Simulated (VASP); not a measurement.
# Bi2Te3 (R3m) in VASP: further runs

Runs on Bi2Te3. Level: LDA. Tasks: single point.

Everything below comes from runs of VASP 6.6.1. Logs are shortened: lines on timing, memory, paths and dates and some standing lists are left out, and cuts for length are marked.

## (1) The cell of the first run

It takes space group R3m (No. 160, trigonal). Conventional cell: a = 4.329 Å, b = 4.329 Å, c = 29.840 Å, α = 90.00°, β = 90.00°, γ = 120.00°. Within 3.9 Å of Bi (site symmetry 3m) lie 3 Te at 2.98 Å and 3 Bi at 3.39 Å. Within 4.3 Å of Bi (site symmetry 3m) lie 3 Te at 3.23 Å and 3 Bi at 3.39 Å. Te (site symmetry 3m) has 6 Te at 3.00 to 3.41 Å within 4.0 Å. Te (site symmetry 3m) has 3 Bi at 2.98 Å and 3 Te at 3.41 Å within 3.9 Å. Te (site symmetry 3m) has 3 Te at 3.00 Å and 3 Bi at 3.23 Å within 4.0 Å.

## (2) Single point, LDA (equal xx and yy strain of -2 %)

INCAR reads:

```
ALGO = Normal
EDIFF = 1E-7
ENCUT = 520
ISIF = 2
ISMEAR = -1
LASPH = T
LCHARG = T
LELF = T
LREAL = F
LVHAR = T
LWAVE = F
NBANDS = 32
NELM = 80
PREC = Accurate
SIGMA = 0.08
```

KPOINTS reads:

```
k-points
0
Gamma
  8 8 8
```

POSCAR reads:

```
Bi2Te3
1.0
    2.1643312288      1.2495772175      9.9466700000
   -2.1643312288      1.2495772175      9.9466700000
    0.0000000000     -2.4991544352      9.9466700000
Bi Te
2 3
Direct
    0.8120000000      0.8120000000      0.8120000000
    0.4020000000      0.4020000000      0.4020000000
    0.6110000000      0.6110000000      0.6110000000
    0.2000000000      0.2000000000      0.2000000000
    0.0000000000      0.0000000000      0.0000000000
```

Potentials or basis: VASP PAW LDA potentials, release 64 (Bi_d, Te).

Launch:

```console
$ cat potpaw_LDA.64/Bi_d/POTCAR potpaw_LDA.64/Te/POTCAR > POTCAR
$ mpirun -np 1 vasp_std > vasp.out
```

OUTCAR:

```text
EDIFF = 1E-7
   ENCUT = 520
   ISIF = 2
   ISMEAR = -1
   LASPH = T
   LREAL = F
   NELM = 80
   PREC = Accurate

 ion  position               nearest neighbor table
   1  0.812  0.812  0.812-   4 2.98   4 2.98   4 2.98   2 3.39   2 3.39   2 3.39
   2  0.402  0.402  0.402-   5 3.23   5 3.23   5 3.23   1 3.39   1 3.39   1 3.39
   3  0.611  0.611  0.611-   5 3.00   5 3.00   5 3.00   4 3.41   4 3.41   4 3.41
   4  0.200  0.200  0.200-   1 2.98   1 2.98   1 2.98   3 3.41   3 3.41   3 3.41
   5  0.000  0.000  0.000-   3 3.00   3 3.00   3 3.00   2 3.23   2 3.23   2 3.23

  LATTYP: Found a trigonal (rhomboedric) cell.
 ALAT       =    10.2558284394
 COS(alpha) =     0.9109290770

  Lattice vectors:

 A1 = (   2.1643312288,   1.2495772175,   9.9466700000)
 A2 = (  -2.1643312288,   1.2495772175,   9.9466700000)
 A3 = (   0.0000000000,  -2.4991544352,   9.9466700000)

Analysis of symmetry for initial positions (statically):
=====================================================================
 Subroutine PRICEL returns:
 Original cell was already a primitive cell.

 Routine SETGRP: Setting up the symmetry group for a
 trigonal (rhombohedral) supercell.

 Subroutine GETGRP returns: Found  6 space group operations
 (whereof  6 operations were pure point group operations)
 out of a pool of 12 trial point group operations.

The static configuration has the point symmetry C_3v.

Analysis of symmetry for dynamics (positions and initial velocities):
=====================================================================
 Subroutine PRICEL returns:
 Original cell was already a primitive cell.

 Routine SETGRP: Setting up the symmetry group for a
 trigonal (rhombohedral) supercell.

 Subroutine GETGRP returns: Found  6 space group operations
 (whereof  6 operations were pure point group operations)
 out of a pool of 12 trial point group operations.

The dynamic configuration has the point symmetry C_3v.

 Subroutine INISYM returns: Found  6 space group operations
 (whereof  6 operations are pure point group operations),
 and found     1 'primitive' translations

----------------------------------------------------------------------------------------

                                     Primitive cell

  volume of cell :     161.4046

  direct lattice vectors                    reciprocal lattice vectors
[... 88 lines left out ...]
   LNONCOLLINEAR =      F non collinear calculations
   LSORBIT =      F    spin-orbit coupling
   LASPH  =      T    aspherical Exc in radial PAW
   ENCUT  =  520.0 eV  38.22 Ry    6.18 a.u.  19.07 19.07 19.07*2*pi/ulx,y,z
   NELM   =     80;   NELMIN=  2; NELMDL= -5     # of ELM steps
   EDIFF  = 0.1E-06   stopping-criterion for ELM
   LREAL  =      F    real-space projection
   EDIFFG = 0.1E-05   stopping-criterion for IOM
   NSW    =      0    number of steps for IOM
   IBRION =     -1    ionic relax: 0-MD 1-quasi-New 2-CG
   NFREE  =      0    steps in history (QN), initial steepest desc. (CG)
   ISIF   =      2    stress and relaxation
   ISYM   =      2    0-nonsym 1-usesym 2-fastsym
   POTIM  = 0.5000    time-step for ionic-motion
   TEBEG  =    0.0;   TEEND  =   0.0 temperature during run
   PSTRESS=    0.0 pullay stress
   NELECT =      48.0000    total number of electrons
   NUPDOWN=      -1.0000    fix difference up-down
   EMIN   =  10.00;   EMAX   =-10.00  energy-range for DOS
   EFERMI =   0.00;   METHOD = LEGACY
   ISMEAR =    -1;   SIGMA  =   0.08  broadening in eV -4-tet -1-fermi 0-gaus
   EFERMI_NEDOS =   21; number of points for ismear=-14 and -15
   IALGO  =     38    algorithm
   IMIX   =      4    mixing-type and parameters
     AMIX     =   0.40;   BMIX     =  1.00
     AMIX_MAG =   1.60;   BMIX_MAG =  1.00
  volume/ion in A,a.u.               =      32.28       217.84
  Fermi-wavevector in a.u.,A,eV,Ry     =   1.092740  2.064978 16.246440  1.194080
  Thomas-Fermi vector in A             =   2.229011
   LORBIT       =      0    0 simple, 1 ext, 2 COOP (PROOUT), +10 PAW based schemes
   GGA     = CA    functional components
   LHFCALC =     F    Hartree Fock is set to
   AEXX    =    0.0000 exact exchange contribution
   IVDW    =     0    specifies the selected vdW correction
   LEPSILON=     F    determine dielectric tensor
   LRPA    =     F    only Hartree local field effects (RPA)
 non-spin polarized calculation
  energy-cutoff  :      520.00
  volume of cell :      161.40
 maximum number of plane-waves:      4376
 NGX is ok and might be reduce to    80
   NGX = 39   NGY = 39   NGZ = 39

 number of electron      48.0000001 magnetization

 Free energy of the ion-electron system (eV)
  ---------------------------------------------------
  ext. energy  EPLUGINS =         0.00000000
  ---------------------------------------------------
  free energy    TOTEN  =       -20.27272788 eV

  energy without entropy =      -20.24034552  energy(sigma->0) =      -20.25653670

 E-fermi :   6.7841     XC(G=0):  -9.8142

 val. band max:        6.7815789527   @ k =   0.5000   0.5000   0.3750
 cond. band min:       6.7949925090   @ k =  -0.1250   0.1250   0.0000
 fundamental gap:      0.0134135564
 Fermi energy:         6.7840940795

 k-point     1 :       0.0000    0.0000    0.0000
  band No.  band energies     occupation
      1     -16.3585      2.00000
      2     -16.3585      2.00000
      3     -16.3240      2.00000
      4     -16.3240      2.00000
      5     -16.3202      2.00000
      6     -15.7425      2.00000
[... 829 lines left out ...]
     31      10.5211      0.00000
     32      11.7053      0.00000

 [... further k-points ...]
[... 5 lines left out ...]
  --------------------------------------------------------------------------------------
  -------------------------------------------------------------------------------------
  Total        0.7936159      0.7936159     -0.7978083      0.0000000      0.0000000      0.0000000
  in kB        7.8778039      7.8778039     -7.9194200      0.0000000      0.0000000      0.0000000
  external PRESSURE =       2.6120626 kB  Pullay stress =       0.0000000 kB

 VOLUME and BASIS-vectors are now :
 -----------------------------------------------------------------------------
  energy-cutoff  :      520.00
  volume of cell :      161.40
      direct lattice vectors                 reciprocal lattice vectors
     2.164331229  1.249577217  9.946670000     0.231018244  0.133378445  0.033512053
    -2.164331229  1.249577217  9.946670000    -0.231018244  0.133378445  0.033512053
     0.000000000 -2.499154435  9.946670000     0.000000000 -0.266756891  0.033512053

 POSITION                                       TOTAL-FORCE (eV/Angst)
 -----------------------------------------------------------------------------------
      0.00000     -0.00000     24.23009         0.000000      0.000000     -0.990019
      0.00000     -0.00000     11.99568         0.000000      0.000000     -0.442820
      0.00000     -0.00000     18.23225         0.000000      0.000000     -0.832763
      0.00000     -0.00000      5.96800         0.000000     -0.000000      0.924399
      0.00000      0.00000      0.00000         0.000000     -0.000000      1.341202
 -----------------------------------------------------------------------------------
    total drift:                               -0.000000     -0.000000      0.000047

  FREE ENERGIE OF THE ION-ELECTRON SYSTEM (eV)
  ---------------------------------------------------
  free  energy   TOTEN  =       -20.2727278812 eV

  energy  without entropy=      -20.2403455235  energy(sigma->0) =      -20.25653670
```

OSZICAR:

```text
N       E                     dE             d eps       ncg     rms          rms(c)
DAV:   1     0.439825146244E+03    0.43983E+03   -0.21637E+04  4160   0.147E+03
DAV:   2     0.267432868006E+02   -0.41308E+03   -0.39745E+03  4328   0.386E+02
DAV:   3    -0.182517225953E+02   -0.44995E+02   -0.42995E+02  5296   0.138E+02
DAV:   4    -0.202636503251E+02   -0.20119E+01   -0.19962E+01  4680   0.312E+01
DAV:   5    -0.203568316108E+02   -0.93181E-01   -0.93168E-01  6120   0.672E+00    0.138E+01
DAV:   6    -0.202797382760E+02    0.77093E-01   -0.86822E-02  5000   0.577E+00    0.877E+00
DAV:   7    -0.202760651451E+02    0.36731E-02   -0.79404E-02  5072   0.194E+00    0.669E-01
DAV:   8    -0.202731113751E+02    0.29538E-02   -0.88577E-03  4848   0.821E-01    0.485E-01
DAV:   9    -0.202728198810E+02    0.29149E-03   -0.22444E-03  4808   0.327E-01    0.302E-01
DAV:  10    -0.202727269615E+02    0.92920E-04   -0.62436E-04  5136   0.212E-01    0.795E-02
DAV:  11    -0.202727288419E+02   -0.18804E-05   -0.66661E-05  5488   0.440E-02    0.214E-02
DAV:  12    -0.202727282276E+02    0.61429E-06   -0.44127E-06  5088   0.143E-02    0.159E-02
DAV:  13    -0.202727278568E+02    0.37081E-06   -0.28324E-06  4816   0.122E-02    0.332E-03
DAV:  14    -0.202727278812E+02   -0.24347E-07   -0.29638E-07  3968   0.288E-03
   1 F= -.20272728E+02 E0= -.20256537E+02  d E =-.323824E-01
```

Wall time 15 min (1 thread of Intel Xeon 6975P-C (Granite Rapids), shared host); peak memory 0.82 GiB.

What came out:

| Item | Value |
| --- | --- |
| Free energy | -20.2727 eV |
| Pressure | 0.3 GPa |
| Largest force | 1.341 eV/Å |
| Band gap on the k mesh | zero (band 24 reaches 6.79 eV, above the bottom of band 25 at 6.62 eV) |

Forces on the atoms (eV/Å):
```
Bi   0.000  0.000 -0.990
Bi   0.000  0.000 -0.443
Te   0.000  0.000 -0.833
Te   0.000  0.000  0.924
Te   0.000  0.000  1.341
```

Stress tensor (GPa, compression positive):
```
 0.79  0.00  0.00
 0.00  0.79  0.00
 0.00  0.00 -0.79
```

Caveat: the cell differs from its parent crystal (equal xx and yy strain of -2 %); spin-orbit coupling is left out, which moves the levels of the heavy elements; forces of over 1 eV/Å act on the atoms, so gaps and moduli don't describe the material at rest.

## (3) Single point, LDA (equal xx and yy strain of +1 %)

INCAR reads:

```
SYSTEM = Bi2Te3
  PREC = Accurate
  ENCUT = 520
  EDIFF = 1E-6
  ISMEAR = -1
  SIGMA = 0.08
  LREAL = .FALSE.
  LASPH = .TRUE.
  NELM = 80
  ALGO = Normal
  ISIF = 2
  LWAVE = .FALSE.
  LCHARG = .TRUE.
  LELF = .TRUE.
  LVHAR = .TRUE.
  NBANDS = 32
```

KPOINTS reads:

```
Automatic mesh
0
G
  8 8 8
  0 0 0
```

Edit POSCAR of step 2 so:

```diff
@@ -2,5 +2,5 @@
 1.0
-    2.1643312288      1.2495772175      9.9466700000
-   -2.1643312288      1.2495772175      9.9466700000
-    0.0000000000     -2.4991544352      9.9466700000
+    2.2305862664      1.2878295813      9.9466700000
+   -2.2305862664      1.2878295813      9.9466700000
+    0.0000000000     -2.5756591628      9.9466700000
 Bi Te
```

Potentials or basis: VASP PAW LDA potentials, release 64 (Bi_d, Te).

Launch:

```console
$ cat potpaw_LDA.64/Bi_d/POTCAR potpaw_LDA.64/Te/POTCAR > POTCAR
$ mpirun -np 1 vasp_std > vasp.out
```

OUTCAR:

```text
SYSTEM = Bi2Te3
   PREC = Accurate
   ENCUT = 520
   EDIFF = 1E-6
   ISMEAR = -1
   LREAL = .FALSE.
   LASPH = .TRUE.
   NELM = 80
   ISIF = 2

 ion  position               nearest neighbor table
   1  0.812  0.812  0.812-   4 3.05   4 3.05   4 3.05   2 3.44   2 3.44   2 3.44
   2  0.402  0.402  0.402-   5 3.29   5 3.29   5 3.29   1 3.44   1 3.44   1 3.44
   3  0.611  0.611  0.611-   5 3.06   5 3.06   5 3.06   4 3.46   4 3.46   4 3.46
   4  0.200  0.200  0.200-   1 3.05   1 3.05   1 3.05   3 3.46   3 3.46   3 3.46
   5  0.000  0.000  0.000-   3 3.06   3 3.06   3 3.06   2 3.29   2 3.29   2 3.29

  LATTYP: Found a trigonal (rhomboedric) cell.
 ALAT       =    10.2747391311
 COS(alpha) =     0.9057402171

  Lattice vectors:

 A1 = (   2.2305862664,   1.2878295813,   9.9466700000)
 A2 = (  -2.2305862664,   1.2878295813,   9.9466700000)
 A3 = (   0.0000000000,  -2.5756591628,   9.9466700000)

Analysis of symmetry for initial positions (statically):
=====================================================================
 Subroutine PRICEL returns:
 Original cell was already a primitive cell.

 Routine SETGRP: Setting up the symmetry group for a
 trigonal (rhombohedral) supercell.

 Subroutine GETGRP returns: Found  6 space group operations
 (whereof  6 operations were pure point group operations)
 out of a pool of 12 trial point group operations.

The static configuration has the point symmetry C_3v.

Analysis of symmetry for dynamics (positions and initial velocities):
=====================================================================
 Subroutine PRICEL returns:
 Original cell was already a primitive cell.

 Routine SETGRP: Setting up the symmetry group for a
 trigonal (rhombohedral) supercell.

 Subroutine GETGRP returns: Found  6 space group operations
[... 120 lines left out ...]
   NELECT =      48.0000    total number of electrons
   NUPDOWN=      -1.0000    fix difference up-down
   EMIN   =  10.00;   EMAX   =-10.00  energy-range for DOS
   EFERMI =   0.00;   METHOD = LEGACY
   ISMEAR =    -1;   SIGMA  =   0.08  broadening in eV -4-tet -1-fermi 0-gaus
   EFERMI_NEDOS =   21; number of points for ismear=-14 and -15
   IALGO  =     38    algorithm
   IMIX   =      4    mixing-type and parameters
     AMIX     =   0.40;   BMIX     =  1.00
     AMIX_MAG =   1.60;   BMIX_MAG =  1.00
  volume/ion in A,a.u.               =      34.29       231.38
  Fermi-wavevector in a.u.,A,eV,Ry     =   1.070993  2.023882 15.606223  1.147025
  Thomas-Fermi vector in A             =   2.206719
   LORBIT       =      0    0 simple, 1 ext, 2 COOP (PROOUT), +10 PAW based schemes
   GGA     = CA    functional components
   LHFCALC =     F    Hartree Fock is set to
   AEXX    =    0.0000 exact exchange contribution
   IVDW    =     0    specifies the selected vdW correction
   LEPSILON=     F    determine dielectric tensor
   LRPA    =     F    only Hartree local field effects (RPA)
 non-spin polarized calculation
  energy-cutoff  :      520.00
  volume of cell :      171.44
 maximum number of plane-waves:      4644
 NGX is ok and might be reduce to    80
   NGX = 39   NGY = 39   NGZ = 39

 number of electron      48.0000001 magnetization

 Free energy of the ion-electron system (eV)
  ---------------------------------------------------
  ext. energy  EPLUGINS =         0.00000000
  ---------------------------------------------------
  free energy    TOTEN  =       -20.21893481 eV

  energy without entropy =      -20.18216206  energy(sigma->0) =      -20.20054843

 E-fermi :   6.0079     XC(G=0):  -9.5511

 val. band max:        5.9716569166   @ k =   0.1250   0.1250   0.1250
 cond. band min:       6.0414011717   @ k =  -0.1250   0.1250   0.0000
 fundamental gap:      0.0697442551
 Fermi energy:         6.0079153685

 k-point     1 :       0.0000    0.0000    0.0000
  band No.  band energies     occupation
      1     -17.0313      2.00000
      2     -17.0313      2.00000
      3     -17.0031      2.00000
      4     -17.0031      2.00000
      5     -16.9966      2.00000
      6     -16.4775      2.00000
[... 829 lines left out ...]
     31       9.7423      0.00000
     32      11.0444      0.00000

 [... further k-points ...]
[... 5 lines left out ...]
  --------------------------------------------------------------------------------------
  -------------------------------------------------------------------------------------
  Total       -2.5751638     -2.5751638     -3.5159394      0.0000000      0.0000000      0.0000000
  in kB      -24.0662857    -24.0662857    -32.8583374      0.0000000      0.0000000      0.0000000
  external PRESSURE =     -26.9969696 kB  Pullay stress =       0.0000000 kB

 VOLUME and BASIS-vectors are now :
 -----------------------------------------------------------------------------
  energy-cutoff  :      520.00
  volume of cell :      171.44
      direct lattice vectors                 reciprocal lattice vectors
     2.230586266  1.287829581  9.946670000     0.224156316  0.129416709  0.033512053
    -2.230586266  1.287829581  9.946670000    -0.224156316  0.129416709  0.033512053
     0.000000000 -2.575659163  9.946670000     0.000000000 -0.258833419  0.033512053

 POSITION                                       TOTAL-FORCE (eV/Angst)
 -----------------------------------------------------------------------------------
      0.00000     -0.00000     24.23009         0.000000      0.000000     -0.670294
      0.00000     -0.00000     11.99568         0.000000      0.000000     -0.431223
      0.00000     -0.00000     18.23225         0.000000      0.000000     -0.556529
      0.00000     -0.00000      5.96800         0.000000     -0.000000      0.576427
      0.00000      0.00000      0.00000         0.000000     -0.000000      1.081618
 -----------------------------------------------------------------------------------
    total drift:                               -0.000000      0.000000      0.000001

  FREE ENERGIE OF THE ION-ELECTRON SYSTEM (eV)
  ---------------------------------------------------
  free  energy   TOTEN  =       -20.2189348102 eV

  energy  without entropy=      -20.1821620573  energy(sigma->0) =      -20.20054843
```

OSZICAR:

```text
N       E                     dE             d eps       ncg     rms          rms(c)
DAV:   1     0.433324340195E+03    0.43332E+03   -0.21556E+04  4160   0.145E+03
DAV:   2     0.259930661136E+02   -0.40733E+03   -0.39225E+03  4304   0.376E+02
DAV:   3    -0.182743095970E+02   -0.44267E+02   -0.42352E+02  5312   0.137E+02
DAV:   4    -0.202048903435E+02   -0.19306E+01   -0.19187E+01  4600   0.308E+01
DAV:   5    -0.202958719032E+02   -0.90982E-01   -0.90970E-01  6256   0.663E+00    0.124E+01
DAV:   6    -0.202236804803E+02    0.72191E-01   -0.80319E-02  5008   0.555E+00    0.776E+00
DAV:   7    -0.202203803747E+02    0.33001E-02   -0.82811E-02  4920   0.183E+00    0.740E-01
DAV:   8    -0.202192097749E+02    0.11706E-02   -0.56800E-03  4704   0.547E-01    0.487E-01
DAV:   9    -0.202190155930E+02    0.19418E-03   -0.12708E-03  5360   0.342E-01    0.224E-01
DAV:  10    -0.202189467634E+02    0.68830E-04   -0.33841E-04  4632   0.143E-01    0.721E-02
DAV:  11    -0.202189368112E+02    0.99522E-05   -0.66159E-05  4744   0.453E-02    0.199E-02
DAV:  12    -0.202189349033E+02    0.19079E-05   -0.11293E-05  5456   0.264E-02    0.911E-03
DAV:  13    -0.202189348102E+02    0.93130E-07   -0.17681E-06  3264   0.870E-03
   1 F= -.20218935E+02 E0= -.20200548E+02  d E =-.367728E-01
```

stdout:

```text
POSCAR found type information on POSCAR BiTe
 POSCAR found :  2 types and       5 ions
 scaLAPACK will be used
 LDA part: xc-table for (Slater(with rela. corr.)+CA(PZ))
 , standard interpolation
 POSCAR, INCAR and KPOINTS ok, starting setup
 FFT: planning ... GRIDC
 FFT: planning ... GRID_SOFT
 FFT: planning ... GRID
 WAVECAR not read
 entering main loop
```

Wall time 15 min (1 thread of Intel Xeon 6975P-C (Granite Rapids), shared host); peak memory 0.77 GiB.

What came out:

- Free energy: -20.2189 eV
- Pressure: -2.7 GPa
- Largest force: 1.082 eV/Å
- Band gap on the k mesh: zero (band 24 reaches 6.04 eV, above the bottom of band 25 at 5.85 eV)

Forces on the atoms (eV/Å):
```
Bi   0.000  0.000 -0.670
Bi   0.000  0.000 -0.431
Te   0.000  0.000 -0.557
Te   0.000  0.000  0.576
Te   0.000  0.000  1.082
```

Levels at points of the mesh, in eV from the Fermi level:
```tsv
k point	band 21	band 22	band 23	band 24	band 25	band 26	band 27	band 28
(0.00, 0.00, 0.00)	-2.08	-0.54	-0.46	-0.46	-0.13	0.25	0.25	2.07
(0.50, 0.00, 0.00)	-3.16	-2.11	-0.29	-0.26	-0.15	0.44	2.47	2.69
(0.50, 0.50, 0.00)	-2.24	-1.81	-1.06	-0.43	0.39	1.11	1.71	2.41
(0.50, 0.50, 0.50)	-1.85	-0.93	-0.71	-0.71	0.37	0.83	0.83	1.58
```

Caveat: the cell differs from its parent crystal (equal xx and yy strain of +1 %); spin-orbit coupling is left out, which moves the levels of the heavy elements; forces of over 1 eV/Å act on the atoms, so gaps and moduli don't describe the material at rest.
